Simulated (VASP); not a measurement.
# B3P (I4/mmm) in VASP: a series of runs, part 2 of 2

VASP 6.6.1. The steps go on from the part before.

## (5) Relaxation of cell and atoms, PBE

Input file INCAR:

```
ALGO     = Normal         # electronic algorithm
EDIFF    = 1E-6           # SCF threshold, eV
EDIFFG   = -0.04          # ionic threshold
ENCUT    = 600            # plane-wave cutoff, eV
GGA      = PE             # functional
IBRION   = 2              # ionic algorithm
ISIF     = 3              # what is computed and relaxed
ISMEAR   = 0              # smearing method
LASPH    = T              # aspherical terms in the spheres
LCHARG   = F              # write CHGCAR
LREAL    = F              # projectors in reciprocal space
LWAVE    = F              # write WAVECAR
NELM     = 60             # most SCF steps
NSW      = 90             # ionic steps
PREC     = Accurate       # precision mode
SIGMA    = 0.1            # smearing width, eV
```

Input file KPOINTS:

```
k-points
0
Gamma
  8 8 8
```

Input file POSCAR:

```
B3P
1.0
   -1.6030905643      1.6030905643      3.5809295722
    1.6030905643     -1.6030905643      3.5809295722
    1.6030905643      1.6030905643     -3.5809295722
B P
3 1
Direct
    0.5000000000      0.5000000000      0.0000000000
    0.2500000000      0.7500000000      0.5000000000
    0.7500000000      0.2500000000      0.5000000000
    0.0000000000      0.0000000000      0.0000000000
```

Potentials or basis: VASP PAW PBE potentials, release 64 (B, P).

Run with:

```bash
> cat potpaw_PBE.64/B/POTCAR potpaw_PBE.64/P/POTCAR > POTCAR
> mpirun -np 1 vasp_std > vasp.out
```

OUTCAR:

```text
EDIFF = 1E-6
   EDIFFG = -0.04
   ENCUT = 600
   GGA = PE
   IBRION = 2
   ISIF = 3
   ISMEAR = 0
   LASPH = T
   LREAL = F
   NELM = 60
   NSW = 90
   PREC = Accurate

 ion  position               nearest neighbor table
   1  0.500  0.500  0.000-   4 2.27   4 2.27   4 2.27   4 2.27
   2  0.250  0.750  0.500-   4 2.40   4 2.40   4 2.40   4 2.40
   3  0.750  0.250  0.500-   4 2.40   4 2.40   4 2.40   4 2.40
   4  0.000  0.000  0.000-   1 2.27   1 2.27   1 2.27   1 2.27   3 2.40   2 2.40   3 2.40   2 2.40
                             3 2.40   3 2.40   2 2.40   2 2.40

  LATTYP: Found a body centered tetragonal cell.
 ALAT       =     3.2061811286
 C/A-ratio  =     2.2337662338

  Lattice vectors:

 A1 = (  -1.6030905643,   1.6030905643,   3.5809295722)
 A2 = (   1.6030905643,  -1.6030905643,   3.5809295722)
[... 641 lines left out ...]
--------------------------------------- Ionic step       12  -------------------------------------------

 number of electron      14.0000000 magnetization

------------------------ aborting loop because EDIFF is reached ----------------------------------------
[... 71 lines left out ...]
--------------------------------------- Ionic step       14  -------------------------------------------

 number of electron      14.0000001 magnetization

 Free energy of the ion-electron system (eV)
  ---------------------------------------------------
  ext. energy  EPLUGINS =         0.00000000
  ---------------------------------------------------
  free energy    TOTEN  =       -19.90835228 eV

  energy without entropy =      -19.90076039  energy(sigma->0) =      -19.90455633

 E-fermi :   8.2887     XC(G=0): -11.9474

 val. band max:        8.2856752663   @ k =  -0.3750  -0.3750   0.2500
 cond. band min:       8.2960126003   @ k =  -0.2500   0.3750   0.1250
 fundamental gap:      0.0103373340
 Fermi energy:         8.2886941709

 k-point     1 :       0.0000    0.0000    0.0000
  band No.  band energies     occupation
      1      -8.3076      2.00000
      2      -1.3968      2.00000
      3      -0.2046      2.00000
      4       6.0829      2.00000
      5       6.0829      2.00000
      6       7.7458      2.00000
      7       7.7458      2.00000
      8      11.2713      0.00000
      9      11.9522      0.00000
     10      13.3672      0.00000
     11      14.6236      0.00000
[... 353 lines left out ...]
  FREE ENERGIE OF THE ION-ELECTRON SYSTEM (eV)
  ---------------------------------------------------
  free  energy   TOTEN  =       -19.9083522759 eV

  energy  without entropy=      -19.9007603931  energy(sigma->0) =      -19.90455633

 reached required accuracy - stopping structural energy minimisation
```

CONTCAR:

```text
B3P
   1.00000000000000
    -1.4137800693020126    1.4137800693020126    4.4063428380490341
     1.4137800693020126   -1.4137800693020126    4.4063428380490341
     1.4137800693020126    1.4137800693020126   -4.4063428380490341
  B               P
     3     1
Direct
     0.5000000000000000    0.5000000000000000    0.0000000000000000
     0.2500000000000000    0.7500000000000000    0.5000000000000000
     0.7500000000000000    0.2500000000000000    0.5000000000000000
     0.0000000000000000    0.0000000000000000    0.0000000000000000

  0.00000000E+00  0.00000000E+00  0.00000000E+00
  0.00000000E+00  0.00000000E+00  0.00000000E+00
  0.00000000E+00  0.00000000E+00  0.00000000E+00
  0.00000000E+00  0.00000000E+00  0.00000000E+00
```

It took 3.5 min on 1 thread of AMD EPYC 9R45 (Zen 5), shared host; peak memory 0.19 GiB.

What came out:

```yaml
Free_energy: -19.9084 eV
Relaxed_volume: 8.81 Å³/atom
Relaxed_cell: a = 4.839 Å, b = 4.839 Å, c = 4.839 Å, α = 146.02°, β = 146.02°, γ = 48.81°
Space_group_after_relaxing_to_0.1_Å: I4/mmm (No. 139)
Energy_gained_by_relaxing: 338.2 meV/atom
Ionic_steps: 14
Pressure_after_relaxing: 0.3 GPa
Band_gap_on_the_k_mesh: zero (bands 7 and 8 overlap by 5.45 eV)
```

Step by step:
```csv
step,energy change (eV),largest force (eV/Å),pressure (GPa),volume (Å³)
1,0.0000,0.0000,-18.91,36.81
2,-0.5768,0.0000,-0.09,31.29
3,-0.5944,0.0000,4.40,30.57
4,-0.5742,0.0000,15.19,29.16
5,-0.5972,0.0000,6.35,30.28
6,-0.8302,0.0000,20.58,29.40
7,-0.8297,0.0000,22.38,29.30
8,-1.0861,0.0000,13.11,31.09
9,-1.3445,0.0000,0.08,35.92
10,-1.3500,0.0000,1.34,35.29
11,-1.3506,0.0000,1.93,35.01
12,-1.3506,0.0000,1.70,35.12
13,-1.3525,0.0000,-0.19,35.27
14,-1.3529,0.0000,0.34,35.23
```

Final structure:
```
B P
1.0
    -1.41378    1.41378    4.40634
     1.41378   -1.41378    4.40634
     1.41378    1.41378   -4.40634
B P
3 1
Direct
  0.50000 0.50000 0.00000
  0.25000 0.75000 0.50000
  0.75000 0.25000 0.50000
  0.00000 0.00000 0.00000
```

## (6) Single point, PBE

This run uses another cell than the first one, of 9.18 Å³/atom.

Input file INCAR:

```
PREC = Accurate ; ENCUT = 520
EDIFF = 1E-7 ; ISMEAR = 0
SIGMA = 0.1 ; LREAL = False
LASPH = True ; NELM = 60
ALGO = Normal ; ISIF = 2
LWAVE = False ; LCHARG = False
GGA = PE ; NBANDS = 15
```

Input file KPOINTS:

```
regular mesh
0
Gamma
  22 22 22
```

Input file POSCAR:

```
B3P
1.0
   -1.4042708606      1.4042708606      4.6529557830
    1.4042708606     -1.4042708606      4.6529557830
    1.4042708606      1.4042708606     -4.6529557830
B P
3 1
Direct
    0.5000000000      0.5000000000      0.0000000000
    0.2500000000      0.7500000000      0.5000000000
    0.7500000000      0.2500000000      0.5000000000
    0.0000000000      0.0000000000      0.0000000000
```

Potentials or basis: VASP PAW PBE potentials, release 64 (B, P).

Run with:

```bash
> cat potpaw_PBE.64/B/POTCAR potpaw_PBE.64/P/POTCAR > POTCAR
> mpirun -np 1 vasp_std > vasp.out
```

Wall time 12 min (1 thread of AMD EPYC 9R45 (Zen 5), shared host); peak memory 0.51 GiB.

The run converged. Its results:

* Free energy: -19.8957 eV
* Pressure: -0.2 GPa
* Band gap on the k mesh: zero (bands 7 and 8 overlap by 5.58 eV)

Stress tensor (GPa, compression positive):
```
-0.21  0.00  0.00
 0.00 -0.21  0.00
 0.00  0.00 -0.03
```

Levels at points of the mesh, in eV from the Fermi level:
```tsv
k point	band 3	band 4	band 5	band 6	band 7	band 8	band 9	band 10	band 11	band 12
(0.00, 0.00, 0.00)	-8.37	-2.17	-2.17	-0.37	-0.37	3.42	3.92	4.60	5.61	6.06
(0.50, 0.00, 0.00)	-8.03	-8.03	-2.00	-1.75	1.17	2.37	4.22	4.62	4.85	5.21
(0.50, 0.50, 0.00)	-8.34	-6.16	-6.14	-3.80	-3.51	-2.15	0.11	0.35	3.22	3.60
(0.50, 0.50, 0.50)	-2.65	-2.65	-2.35	-1.96	0.55	0.55	3.35	3.45	6.74	6.82
```

## (7) Summary

```csv
task,cell,k mesh,cutoff (eV),gap on the mesh (eV),pressure (GPa)
single point,"a = 4.238 Å, angles 135.6, 135.6, 64.7°, 4 atoms, atomic positions A",8 × 8 × 8,500,none,-18.9
single point,"a = 3.972, b = 3.972, c = 5.059 Å, angles 90.0, 113.1, 90.0°, 8 atoms, atomic positions B",6 × 6 × 6,500,none,0.7
single point,"a = 4.846 Å, angles 146.0, 146.0, 48.8°, 4 atoms, atomic positions A",8 × 8 × 8,520,none,-0.2
relaxation of cell and atoms,"relaxed from a = 4.238 Å, angles 135.6, 135.6, 64.7°, 4 atoms, atomic positions A",8 × 8 × 8,600,none,0.3
single point,"a = 5.059 Å, angles 147.8, 147.8, 46.2°, 4 atoms, atomic positions A",22 × 22 × 22,520,none,-0.2
```

Alike in all rows: level PBE; potentials or basis VASP PAW PBE potentials, release 64 (B, P); no spin polarisation; smearing gaussian 0.1 eV.

Caveats: the cell stands under tension (at least some runs).

Total energies depend on the potentials used, so only differences within one code and one set of settings carry meaning.
